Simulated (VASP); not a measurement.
Write the native input for VASP 6.6.1 that does the following.

```
Task                   : single point
Functional             : r2SCAN
Dispersion             : D3(BJ)
Potentials or basis    : VASP PAW PBE potentials, release 64 (C)
Cutoff                 : 520 eV
k mesh                 : 12 × 12 × 4
Occupations            : fermi-dirac, width 0.05 eV
Spin                   : no spin polarisation
Dipole correction      : no
Further INCAR settings : ALGO = Normal; EDIFF = 1e-06; NBANDS = 26
```

Crystal: C.

```
C
1.0
     2.53880    0.00000    0.00000
    -1.26940    2.19867    0.00000
     0.00000    0.00000    8.29165
C
8
Direct
  0.66667 0.33333 0.84375
  0.33333 0.66667 0.34375
  0.66667 0.33333 0.65625
  0.33333 0.66667 0.15625
  0.00000 0.00000 0.90625
  0.00000 0.00000 0.40625
  0.00000 0.00000 0.59375
  0.00000 0.00000 0.09375
```

The input as run:

POSCAR

```
C
1.0
    2.5388031358      0.0000000000      0.0000000000
   -1.2694015679      2.1986680108      0.0000000000
    0.0000000000      0.0000000000      8.2916519209
C
8
Direct
    0.6666666667      0.3333333333      0.8437500000
    0.3333333333      0.6666666667      0.3437500000
    0.6666666667      0.3333333333      0.6562500000
    0.3333333333      0.6666666667      0.1562500000
    0.0000000000      0.0000000000      0.9062500000
    0.0000000000      0.0000000000      0.4062500000
    0.0000000000      0.0000000000      0.5937500000
    0.0000000000      0.0000000000      0.0937500000
```

INCAR.step1

```
SYSTEM = C
PREC = Accurate
ENCUT = 520
ISMEAR = -1
SIGMA = 0.05
LREAL = .FALSE.
LASPH = .TRUE.
NELM = 100
NBANDS = 26
GGA = PE
ALGO = Normal
EDIFF = 1E-4
LWAVE = .TRUE.
LCHARG = .FALSE.
```

INCAR.step2

```
SYSTEM = C
PREC = Accurate
ENCUT = 520
EDIFF = 1E-6
ISMEAR = -1
SIGMA = 0.05
LREAL = .FALSE.
LASPH = .TRUE.
NELM = 100
ALGO = Normal
ISIF = 2
LWAVE = .FALSE.
LCHARG = .TRUE.
METAGGA = R2SCAN
LMIXTAU = .TRUE.
IVDW = 12
VDW_S6 = 1.0
VDW_S8 = 0.78981345
VDW_A1 = 0.49484001
VDW_A2 = 5.73083694
LELF = .TRUE.
LVHAR = .TRUE.
NBANDS = 26
ISTART = 1
```

KPOINTS

```
Automatic mesh
0
G
  12 12 4
  0 0 0
```

Potentials or basis: VASP PAW PBE potentials, release 64 (C).

Run with:

```console
$ cat potpaw_PBE.64/C/POTCAR > POTCAR
$ cp INCAR.step1 INCAR
$ mpirun -np 1 vasp_std > vasp.out
$ cp INCAR.step2 INCAR
$ mpirun -np 1 vasp_std > vasp.out
```

Results of the run:

```json
{
 "Pressure": "-11.9 GPa",
 "Largest force": "0.348 eV/Å",
 "Band gap on the k mesh": "4.57 eV, indirect (least direct gap 5.36 eV)",
 "Dispersion energy per atom": "-0.088 eV"
}
```

Caveat: the PAW data sets were made with another functional, which shifts forces and pressure a little.

It took 5.4 min on 1 thread of AMD EPYC 7R13 (shared host), peak memory 0.17 GiB.
